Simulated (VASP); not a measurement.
Here is a VASP 6.6.1 calculation.

The input INCAR:

```
  PREC = Accurate
  ENCUT = 520
  EDIFF = 1E-6
  ISMEAR = 0
  SIGMA = 0.02
  LREAL = F
  LASPH = T
  NELM = 100
  ALGO = Normal
  ISIF = 2
  LWAVE = F
  LCHARG = T
  GGA = PE
  LELF = T
  LVHAR = T
  NBANDS = 16
```

Contents of KPOINTS:

```
regular mesh
0
Gamma
  8 8 8
```

File POSCAR:

```
CdS
1.0
    0.0000000000      2.8395979810      2.8395979810
    2.8395979810      0.0000000000      2.8395979810
    2.8395979810      2.8395979810      0.0000000000
Cd S
1 1
Direct
    0.0000000000      0.0000000000      0.0000000000
    0.2500000000      0.2500000000      0.2500000000
```

Potentials or basis: VASP PAW PBE potentials, release 64 (Cd, S).

Launch:

```sh
$ cat potpaw_PBE.64/Cd/POTCAR potpaw_PBE.64/S/POTCAR > POTCAR
$ mpirun -np 1 vasp_std > vasp.out
```

Estimate the pressure.

9.7 GPa.

What does it give for the band gap on the k mesh?

1.32 eV, direct.
